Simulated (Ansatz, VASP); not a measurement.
**One calculation of SrTiO3, two programs**

File INCAR:

```
ALGO = Normal
EDIFF = 1E-6
ENCUT = 520
GGA = PE
ISIF = 2
ISMEAR = 0
LASPH = T
LCHARG = T
LELF = T
LREAL = F
LVHAR = T
LWAVE = F
NBANDS = 28
NELM = 60
PREC = Accurate
SIGMA = 0.05
```

Contents of KPOINTS:

```
k-points
0
Gamma
  8 8 8
```

File POSCAR:

```
SrTiO3
1.0
    3.9364035669      0.0000000000      0.0000000000
    0.0000000000      3.9364035669      0.0688870624
    0.0000000000      0.0688870624      3.9364035669
Sr Ti O
1 1 3
Direct
    0.0000000000      0.0000000000      0.0000000000
    0.5000000000      0.5000000000      0.5000000000
    0.0000000000      0.5000000000      0.5000000000
    0.5000000000      0.0000000000      0.5000000000
    0.5000000000      0.5000000000      0.0000000000
```

Input for Ansatz:

```yaml
crystal:
  lattice:
    - [3.9364035669, 0.0, 0.0]
    - [0.0, 3.9364035669, 0.0688870624]
    - [0.0, 0.0688870624, 3.9364035669]
  atoms:
    - { symbol: Sr, position: [0.0, 0.0, 0.0] }
    - { symbol: Ti, position: [0.5, 0.5, 0.5] }
    - { symbol: O, position: [0.0, 0.5, 0.5] }
    - { symbol: O, position: [0.5, 0.0, 0.5] }
    - { symbol: O, position: [0.5, 0.5, 0.0] }
basis:
  ecutwfc: 420
kpoints:
  mp_grid: { grid: [8, 8, 8] }
hamiltonian:
  xc: pbe
scf:
  occupations: { method: gaussian, width: 0.05 }
output:
  forces: true
  stress: true
  eigenvalues: true
```

Change from the starting cell: strain +0.0350 x Voigt [0, 0, 0, 1, 0, 0], atoms carried along.

Alike in both runs: task single point; functional PBE; k mesh 8 × 8 × 8; occupations gaussian, width 0.05 eV; no spin polarisation.

|  | VASP | Ansatz |
| --- | --- | --- |
| version | VASP 6.6.1 | Ansatz 0.2.0 |
| potentials or method | VASP PAW PBE potentials, release 64 (Sr_sv, Ti_sv, O), cutoff 520 eV | scalar-relativistic, plane waves, PAW |
| valence electrons in the cell | 40 | 40 |

Ansatz gave:

```
gap on the k mesh at the Fermi level (eV)                     : 1.76
least direct gap on the mesh (eV)                             : 2.04
pressure (GPa)                                                : 0.1
traceless stress, the component that is largest in VASP (GPa) : -3.86
```

**Question.** What did VASP give for the same quantities?

**Answer.** gap on the k mesh at the Fermi level (eV): 1.73; least direct gap on the mesh (eV): 2.02; pressure (GPa): 0.7; traceless stress, the component that is largest in VASP (GPa): -3.86.
